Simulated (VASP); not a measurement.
# YN (Fm-3m) in VASP: further runs, part 2 of 2

VASP 6.6.1.

## 4. Electric field gradients, LDA (13.64 Å³/atom)

Input file INCAR:

```
SYSTEM = YN
PREC = Accurate
ENCUT = 520
EDIFF = 1E-8
ISMEAR = -1
SIGMA = 0.03
LREAL = .FALSE.
LASPH = .TRUE.
NELM = 120
ALGO = Normal
ISIF = 2
LWAVE = .FALSE.
LCHARG = .FALSE.
GGA = CA
LEFG = .TRUE.
NBANDS = 15
GGA_COMPAT = .FALSE.
```

Input file KPOINTS:

```
Automatic mesh
0
G
  9 9 9
  0 0 0
```

Input file POSCAR:

```
YN
1.0
    0.0000000000      2.3891441831      2.3891441831
    2.3891441831      0.0000000000      2.3891441831
    2.3891441831      2.3891441831      0.0000000000
Y N
1 1
Direct
    0.0000000000      0.0000000000      0.0000000000
    0.5000000000      0.5000000000      0.5000000000
```

Potentials or basis: VASP PAW LDA potentials, release 64 (Y_sv, N).

Command:

```
> cat potpaw_LDA.64/Y_sv/POTCAR potpaw_LDA.64/N/POTCAR > POTCAR
> mpirun -np 1 vasp_std > vasp.out
```

OUTCAR:

```text
SYSTEM = YN
   PREC = Accurate
   ENCUT = 520
   EDIFF = 1E-8
   ISMEAR = -1
   LREAL = .FALSE.
   LASPH = .TRUE.
   NELM = 120
   ISIF = 2
   GGA = CA

 ion  position               nearest neighbor table
   1  0.000  0.000  0.000-   2 2.39   2 2.39   2 2.39   2 2.39   2 2.39   2 2.39
   2  0.500  0.500  0.500-   1 2.39   1 2.39   1 2.39   1 2.39   1 2.39   1 2.39

  LATTYP: Found a face centered cubic cell.
 ALAT       =     4.7782883662

  Lattice vectors:

 A1 = (   0.0000000000,   2.3891441831,   2.3891441831)
 A2 = (   2.3891441831,   0.0000000000,   2.3891441831)
 A3 = (   2.3891441831,   2.3891441831,   0.0000000000)

Analysis of symmetry for initial positions (statically):
=====================================================================
 Subroutine PRICEL returns:
 Original cell was already a primitive cell.

 Routine SETGRP: Setting up the symmetry group for a
 face centered cubic supercell.

 Subroutine GETGRP returns: Found 48 space group operations
 (whereof 48 operations were pure point group operations)
 out of a pool of 48 trial point group operations.

The static configuration has the point symmetry O_h .

Analysis of symmetry for dynamics (positions and initial velocities):
=====================================================================
 Subroutine PRICEL returns:
 Original cell was already a primitive cell.

 Routine SETGRP: Setting up the symmetry group for a
 face centered cubic supercell.

 Subroutine GETGRP returns: Found 48 space group operations
 (whereof 48 operations were pure point group operations)
 out of a pool of 48 trial point group operations.

The dynamic configuration has the point symmetry O_h .

 Subroutine INISYM returns: Found 48 space group operations
 (whereof 48 operations are pure point group operations),
 and found     1 'primitive' translations

----------------------------------------------------------------------------------------

                                     Primitive cell

  volume of cell :      27.2745

  direct lattice vectors                    reciprocal lattice vectors
     0.000000000  2.389144183  2.389144183    -0.209279960  0.209279960  0.209279960
     2.389144183  0.000000000  2.389144183     0.209279960 -0.209279960  0.209279960
     2.389144183  2.389144183  0.000000000     0.209279960  0.209279960 -0.209279960

  length of vectors
     3.378760106  3.378760106  3.378760106     0.362483524  0.362483524  0.362483524

  position of ions in fractional coordinates (direct lattice)
     0.000000000  0.000000000  0.000000000
     0.500000000  0.500000000  0.500000000

  ion indices of the primitive-cell ions
   primitive index   ion index
                 1           1
                 2           2

----------------------------------------------------------------------------------------

 KPOINTS: Automatic mesh

Automatic generation of k-mesh.
 Grid dimensions read from file:
 generate k-points for:    9    9    9

 Generating k-lattice:

[... 75 lines left out ...]
   EFERMI =   0.00;   METHOD = LEGACY
   ISMEAR =    -1;   SIGMA  =   0.03  broadening in eV -4-tet -1-fermi 0-gaus
   EFERMI_NEDOS =   21; number of points for ismear=-14 and -15
   IALGO  =     38    algorithm
   IMIX   =      4    mixing-type and parameters
     AMIX     =   0.40;   BMIX     =  1.00
     AMIX_MAG =   1.60;   BMIX_MAG =  1.00
  volume/ion in A,a.u.               =      13.64        92.03
  Fermi-wavevector in a.u.,A,eV,Ry     =   1.370448  2.589771 25.553468  1.878127
  Thomas-Fermi vector in A             =   2.496233
   LORBIT       =      0    0 simple, 1 ext, 2 COOP (PROOUT), +10 PAW based schemes
   GGA     = CA    functional components
   LHFCALC =     F    Hartree Fock is set to
   AEXX    =    0.0000 exact exchange contribution
   IVDW    =     0    specifies the selected vdW correction
   LEPSILON=     F    determine dielectric tensor
   LRPA    =     F    only Hartree local field effects (RPA)
 non-spin polarized calculation
  energy-cutoff  :      520.00
  volume of cell :       27.27
 maximum number of plane-waves:       751
 NGX is ok and might be reduce to    28
   NGX = 13   NGY = 13   NGZ = 13

 number of electron      16.0000000 magnetization

 Free energy of the ion-electron system (eV)
  ---------------------------------------------------
  ext. energy  EPLUGINS =         0.00000000
  ---------------------------------------------------
  free energy    TOTEN  =       -19.87401771 eV

  energy without entropy =      -19.87355155  energy(sigma->0) =      -19.87378463

 E-fermi :   4.3552     XC(G=0): -11.9197

 val. band max:        4.1223791782   @ k =   0.1111   0.1111   0.0000
 cond. band min:       4.3622777624   @ k =   0.0000   0.0000   0.0000
 fundamental gap:      0.2398985842
 Fermi energy:         4.3552459644

 k-point     1 :       0.0000    0.0000    0.0000
  band No.  band energies     occupation
      1     -35.8941      2.00000
      2     -15.5926      2.00000
      3     -15.5926      2.00000
      4     -15.5926      2.00000
      5      -8.5076      2.00000
      6       4.3623      0.88334
      7       4.3623      0.88333
      8       4.3623      0.88333
      9       7.5138      0.00000
     10       7.5138      0.00000
     11       7.5138      0.00000
     12       9.1610      0.00000
     13       9.7148      0.00000
     14       9.7148      0.00000
[... 401 lines left out ...]
      2     -16.6763      2.00000
      3     -16.0027      2.00000
      4     -16.0027      2.00000
      5      -8.0369      2.00000
      6       2.8469      2.00000
      7       4.0206      1.99997
      8       4.0206      1.99997
      9       4.3836      0.56010
     10      11.5720      0.00000
     11      12.2174      0.00000
     12      12.7358      0.00000
     13      12.7358      0.00000
     14      15.1190      0.00000
     15      17.0019      0.00000

 [... further k-points ...]
[... 5 lines left out ...]
  --------------------------------------------------------------------------------------
  -------------------------------------------------------------------------------------
  Total        0.8855454      0.8855454      0.8855454      0.0000000      0.0000000     -0.0000000
  in kB       52.0192785     52.0192785     52.0192785      0.0000000      0.0000000     -0.0000000
  external PRESSURE =      52.0192785 kB  Pullay stress =       0.0000000 kB

 VOLUME and BASIS-vectors are now :
 -----------------------------------------------------------------------------
  energy-cutoff  :      520.00
  volume of cell :       27.27
      direct lattice vectors                 reciprocal lattice vectors
     0.000000000  2.389144183  2.389144183    -0.209279960  0.209279960  0.209279960
     2.389144183  0.000000000  2.389144183     0.209279960 -0.209279960  0.209279960
     2.389144183  2.389144183  0.000000000     0.209279960  0.209279960 -0.209279960

 POSITION                                       TOTAL-FORCE (eV/Angst)
 -----------------------------------------------------------------------------------
      0.00000      0.00000      0.00000        -0.000000      0.000000     -0.000000
      2.38914      2.38914      2.38914         0.000000     -0.000000      0.000000
 -----------------------------------------------------------------------------------
    total drift:                                0.000000      0.000000      0.000000

  FREE ENERGIE OF THE ION-ELECTRON SYSTEM (eV)
  ---------------------------------------------------
  free  energy   TOTEN  =       -19.8740177150 eV

  energy  without entropy=      -19.8735515471  energy(sigma->0) =      -19.87378463

 Electric field gradients (V/A^2)
---------------------------------------------------------------------
 ion       V_xx      V_yy      V_zz      V_xy      V_xz      V_yz
---------------------------------------------------------------------
   1      -0.000     0.000    -0.000    -0.000    -0.000    -0.000
   2       0.000     0.000     0.000     0.000     0.000     0.000
---------------------------------------------------------------------

 Electric field gradients after diagonalization (V/A^2)
 (convention: |V_zz| > |V_xx| > |V_yy|)
----------------------------------------------------------------------
 ion       V_xx      V_yy      V_zz     asymmetry (V_yy - V_xx)/ V_zz
----------------------------------------------------------------------
   1       0.000     0.000    -0.000       0.000
   2      -0.000    -0.000     0.001       0.000
----------------------------------------------------------------------

           NMR quadrupolar parameters

 Cq : quadrupolar parameter    Cq=e*Q*V_zz/h
 eta: asymmetry parameters     (V_yy - V_xx)/ V_zz
 Q  : nuclear electric quadrupole moment in mb (millibarn)
----------------------------------------------------------------------
 ion       Cq(MHz)       eta       Q (mb)
----------------------------------------------------------------------
   1      -0.000       0.000       1.000
   2       0.000       0.000       1.000
----------------------------------------------------------------------
```

Run time: 25 s. Hardware: 1 thread of AMD EPYC 7R43 (Zen 3), shared host; peak memory 0.14 GiB.

What came out:

| Quantity | Value |
| --- | --- |
| Free energy | -19.8740 eV |
| Pressure | 5.2 GPa |
| Largest electric field gradient by atom | zero within the noise of the run |

Caveat: the cell stands under pressure.
